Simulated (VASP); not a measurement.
ZnS:

```
Zn S
1.0
     0.00000    2.75499    2.75499
     2.75499    0.00000    2.75499
     2.75499    2.75499    0.00000
Zn S
1 1
Cartesian
  4.1325 4.1325 4.1325
  0.0000 0.0000 0.0000
```

Base run:

```yaml
Program: VASP 6.6.1
Functional: PBEsol
Potentials_or_basis: VASP PAW PBE potentials, release 64 (Zn, S)
Cutoff: 520 eV
k_mesh: 9 × 9 × 9
Occupations: fermi-dirac, width 0.05 eV
Spin: no spin polarisation
```

Its results: band gap on the k mesh 1.73 eV, direct; pressure -5.4 GPa.

Task: The run is repeated on the same cell with these changes: functional from PBEsol to r2SCAN. What comes out?

Result: Band gap on the k mesh 2.41 eV, direct; pressure -4.5 GPa.

r2SCAN gives the wider gap, since meta-GGAs in the generalised Kohn-Sham scheme recover part of the derivative discontinuity.

Caveats: the PAW data sets were made with another functional, which shifts forces and pressure a little.

